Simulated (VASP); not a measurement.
# V (Fd-3m) in VASP: a series of runs, part 2 of 2

VASP 6.6.1.

## Step 3: Single point, LDA (14.61 Å³/atom)

This run uses another cell than the first one, of 14.61 Å³/atom.

The input, INCAR:

```
SYSTEM = V
PREC     = Accurate       ! precision mode
ENCUT    = 520            ! plane-wave cutoff, eV
EDIFF    = 1E-6           ! SCF threshold, eV
ISMEAR   = -1             ! smearing method
SIGMA    = 0.1            ! smearing width, eV
LREAL    = .False.        ! projectors in reciprocal space
LASPH    = .True.         ! aspherical terms in the spheres
NELM     = 60             ! most SCF steps
ALGO     = Normal         ! electronic algorithm
ISIF     = 2              ! what is computed and relaxed
LWAVE    = .False.        ! write WAVECAR
LCHARG   = .False.        ! write CHGCAR
GGA      = CA             ! functional
NBANDS   = 20             ! bands
```

The input, KPOINTS:

```
regular mesh
0
Gamma
  17 17 17
  0 0 0
```

The input, POSCAR:

```
V
1.0
    0.0000000000      2.4444839662      2.4444839662
    2.4444839662      0.0000000000      2.4444839662
    2.4444839662      2.4444839662      0.0000000000
V
2
Direct
    0.1250000000      0.1250000000      0.1250000000
    0.8750000000      0.8750000000      0.8750000000
```

Potentials or basis: VASP PAW LDA potentials, release 64 (V_sv).

Command:

```
> cat potpaw_LDA.64/V_sv/POTCAR > POTCAR
> mpirun -np 1 vasp_std > vasp.out
```

OUTCAR:

```text
SYSTEM = V
   PREC = Accurate
   ENCUT = 520
   EDIFF = 1E-6
   ISMEAR = -1
   LREAL = .False.
   LASPH = .True.
   NELM = 60
   ISIF = 2
   GGA = CA

 ion  position               nearest neighbor table
   1  0.125  0.125  0.125-   2 2.12   2 2.12   2 2.12   2 2.12
   2  0.875  0.875  0.875-   1 2.12   1 2.12   1 2.12   1 2.12

  LATTYP: Found a face centered cubic cell.
 ALAT       =     4.8889679324

  Lattice vectors:

 A1 = (   0.0000000000,   2.4444839662,   2.4444839662)
 A2 = (   2.4444839662,   0.0000000000,   2.4444839662)
 A3 = (   2.4444839662,   2.4444839662,   0.0000000000)

Analysis of symmetry for initial positions (statically):
=====================================================================
 Subroutine PRICEL returns:
 Original cell was already a primitive cell.

 Routine SETGRP: Setting up the symmetry group for a
 face centered cubic supercell.

 Subroutine GETGRP returns: Found 48 space group operations
 (whereof 12 operations were pure point group operations)
 out of a pool of 48 trial point group operations.

The static configuration has the point symmetry D_3d.
 The point group associated with its full space group is O_h .

Analysis of symmetry for dynamics (positions and initial velocities):
=====================================================================
 Subroutine PRICEL returns:
 Original cell was already a primitive cell.

 Routine SETGRP: Setting up the symmetry group for a
 face centered cubic supercell.

 Subroutine GETGRP returns: Found 48 space group operations
 (whereof 12 operations were pure point group operations)
 out of a pool of 48 trial point group operations.

The dynamic configuration has the point symmetry D_3d.
 The point group associated with its full space group is O_h .

 Subroutine INISYM returns: Found 48 space group operations
 (whereof 12 operations are pure point group operations),
 and found     1 'primitive' translations

----------------------------------------------------------------------------------------

                                     Primitive cell

  volume of cell :      29.2140

  direct lattice vectors                    reciprocal lattice vectors
     0.000000000  2.444483966  2.444483966    -0.204542148  0.204542148  0.204542148
     2.444483966  0.000000000  2.444483966     0.204542148 -0.204542148  0.204542148
     2.444483966  2.444483966  0.000000000     0.204542148  0.204542148 -0.204542148

  length of vectors
     3.457022378  3.457022378  3.457022378     0.354277392  0.354277392  0.354277392

  position of ions in fractional coordinates (direct lattice)
     0.125000000  0.125000000  0.125000000
     0.875000000  0.875000000  0.875000000

  ion indices of the primitive-cell ions
   primitive index   ion index
                 1           1
                 2           2

----------------------------------------------------------------------------------------

 KPOINTS: regular mesh

Automatic generation of k-mesh.
 Grid dimensions read from file:
 generate k-points for:   17   17   17

 Generating k-lattice:

  Cartesian coordinates                     Fractional coordinates (reciprocal lattice)
    -0.012031891  0.012031891  0.012031891     0.058823529  0.000000000  0.000000000
     0.012031891 -0.012031891  0.012031891     0.000000000  0.058823529  0.000000000
     0.012031891  0.012031891 -0.012031891     0.000000000  0.000000000  0.058823529

  Length of vectors
     0.020839847  0.020839847  0.020839847

  Shift w.r.t. Gamma in fractional coordinates (k-lattice)
     0.000000000  0.000000000  0.000000000

 Subroutine IBZKPT returns following result:
 ===========================================

 Found    165 irreducible k-points:

 Following reciprocal coordinates:
            Coordinates               Weight
  0.000000  0.000000  0.000000      1.000000
  0.058824  0.000000  0.000000      8.000000
  0.117647  0.000000  0.000000      8.000000
  0.176471  0.000000  0.000000      8.000000
  0.235294  0.000000  0.000000      8.000000
  0.294118  0.000000  0.000000      8.000000
[... 16 lines left out ...]
 -0.176471  0.058824  0.000000     24.000000
 -0.117647  0.058824  0.000000     24.000000
 [... further k-points ...]
   k-points           NKPTS =    165   k-points in BZ     NKDIM =    165   number of bands    NBANDS=     20
   number of dos      NEDOS =    301   number of ions     NIONS =      2
   total plane-waves  NPLWV =  21952
   dimension x,y,z NGX =    28 NGY =   28 NGZ =   28
   dimension x,y,z NGXF=    56 NGYF=   56 NGZF=   56
   ions per type =               2
   NGX,Y,Z   is equivalent  to a cutoff of  13.47, 13.47, 13.47 a.u.
   NGXF,Y,Z  is equivalent  to a cutoff of  26.93, 26.93, 26.93 a.u.
 SYSTEM =  V
   PREC   = accura    normal or accurate (medium, high low for compatibility)
   ISTART =      0    job   : 0-new  1-cont  2-samecut
   ICHARG =      2    charge: 1-file 2-atom 10-const
   ISPIN  =      1    spin polarized calculation?
   LNONCOLLINEAR =      F non collinear calculations
   LSORBIT =      F    spin-orbit coupling
   LASPH  =      T    aspherical Exc in radial PAW
   ENCUT  =  520.0 eV  38.22 Ry    6.18 a.u.   6.43  6.43  6.43*2*pi/ulx,y,z
   NELM   =     60;   NELMIN=  2; NELMDL= -5     # of ELM steps
   EDIFF  = 0.1E-05   stopping-criterion for ELM
   LREAL  =      F    real-space projection
   EDIFFG = 0.1E-04   stopping-criterion for IOM
   NSW    =      0    number of steps for IOM
   IBRION =     -1    ionic relax: 0-MD 1-quasi-New 2-CG
   NFREE  =      0    steps in history (QN), initial steepest desc. (CG)
   ISIF   =      2    stress and relaxation
   ISYM   =      2    0-nonsym 1-usesym 2-fastsym
   POTIM  = 0.5000    time-step for ionic-motion
   TEBEG  =    0.0;   TEEND  =   0.0 temperature during run
   PSTRESS=    0.0 pullay stress
   NELECT =      26.0000    total number of electrons
   NUPDOWN=      -1.0000    fix difference up-down
   EMIN   =  10.00;   EMAX   =-10.00  energy-range for DOS
   EFERMI =   0.00;   METHOD = LEGACY
   ISMEAR =    -1;   SIGMA  =   0.10  broadening in eV -4-tet -1-fermi 0-gaus
   EFERMI_NEDOS =   21; number of points for ismear=-14 and -15
   IALGO  =     38    algorithm
   IMIX   =      4    mixing-type and parameters
     AMIX     =   0.40;   BMIX     =  1.00
     AMIX_MAG =   1.60;   BMIX_MAG =  1.00
  volume/ion in A,a.u.               =      14.61        98.57
  Fermi-wavevector in a.u.,A,eV,Ry     =   1.574715  2.975781 33.738758  2.479729
  Thomas-Fermi vector in A             =   2.675808
   LORBIT       =      0    0 simple, 1 ext, 2 COOP (PROOUT), +10 PAW based schemes
   GGA     = CA    functional components
   LHFCALC =     F    Hartree Fock is set to
   AEXX    =    0.0000 exact exchange contribution
   IVDW    =     0    specifies the selected vdW correction
   LEPSILON=     F    determine dielectric tensor
   LRPA    =     F    only Hartree local field effects (RPA)
 non-spin polarized calculation
  energy-cutoff  :      520.00
  volume of cell :       29.21
 maximum number of plane-waves:       809
 NGX is ok and might be reduce to    28
   NGX = 13   NGY = 13   NGZ = 13

 number of electron      25.9999986 magnetization

 Free energy of the ion-electron system (eV)
  ---------------------------------------------------
  ext. energy  EPLUGINS =         0.00000000
  ---------------------------------------------------
  free energy    TOTEN  =       -14.94928876 eV

  energy without entropy =      -14.82768045  energy(sigma->0) =      -14.88848461

 E-fermi :   8.6379     XC(G=0): -12.3845

 val. band max:        8.6276174990   @ k =  -0.3529   0.3529   0.0588
 cond. band min:       8.6403336018   @ k =  -0.4118   0.2941   0.0588
 fundamental gap:      0.0127161028
 Fermi energy:         8.6378691751

 k-point     1 :       0.0000    0.0000    0.0000
  band No.  band energies     occupation
      1     -54.5793      2.00000
      2     -53.2030      2.00000
      3     -29.0813      2.00000
      4     -29.0813      2.00000
      5     -29.0813      2.00000
      6     -27.5575      2.00000
[... 12 lines left out ...]
     19      13.4018      0.00000
     20      23.1244      0.00000

 k-point     2 :       0.0588    0.0000    0.0000
  band No.  band energies     occupation
      1     -54.5709      2.00000
      2     -53.2122      2.00000
      3     -29.0893      2.00000
      4     -29.0893      2.00000
      5     -29.0829      2.00000
      6     -27.5564      2.00000
[... 498 lines left out ...]
 k-point    24 :      -0.1176    0.0588    0.0000
  band No.  band energies     occupation
      1     -54.5273      2.00000
      2     -53.2600      2.00000
      3     -29.1563      2.00000
      4     -29.1160      2.00000
      5     -29.0732      2.00000
      6     -27.5670      2.00000
[... 12 lines left out ...]
     19      13.4803      0.00000
     20      20.6541      0.00000

 [... further k-points ...]
[... 5 lines left out ...]
  --------------------------------------------------------------------------------------
  -------------------------------------------------------------------------------------
  Total        2.7372494      2.7372494      2.7372494     -0.0000000     -0.0000000     -0.0000000
  in kB      150.1182093    150.1182093    150.1182093     -0.0000000     -0.0000000     -0.0000000
  external PRESSURE =     150.1182093 kB  Pullay stress =       0.0000000 kB

 VOLUME and BASIS-vectors are now :
 -----------------------------------------------------------------------------
  energy-cutoff  :      520.00
  volume of cell :       29.21
      direct lattice vectors                 reciprocal lattice vectors
     0.000000000  2.444483966  2.444483966    -0.204542148  0.204542148  0.204542148
     2.444483966  0.000000000  2.444483966     0.204542148 -0.204542148  0.204542148
     2.444483966  2.444483966  0.000000000     0.204542148  0.204542148 -0.204542148

 POSITION                                       TOTAL-FORCE (eV/Angst)
 -----------------------------------------------------------------------------------
      0.61112      0.61112      0.61112        -0.000000     -0.000000     -0.000000
      4.27785      4.27785      4.27785         0.000000      0.000000      0.000000
 -----------------------------------------------------------------------------------
    total drift:                                0.000000     -0.000000     -0.000000

  FREE ENERGIE OF THE ION-ELECTRON SYSTEM (eV)
  ---------------------------------------------------
  free  energy   TOTEN  =       -14.9492887581 eV

  energy  without entropy=      -14.8276804534  energy(sigma->0) =      -14.88848461
```

It took 2.2 min on 1 thread of Intel Xeon 8259CL, shared host; peak memory 0.2 GiB.

What came out:

| Item | Value |
| --- | --- |
| Free energy | -14.9493 eV |
| Pressure | 15.0 GPa |
| Band gap on the k mesh | zero (bands 13 and 14 overlap by 1.87 eV) |

Caveat: the cell stands under pressure.
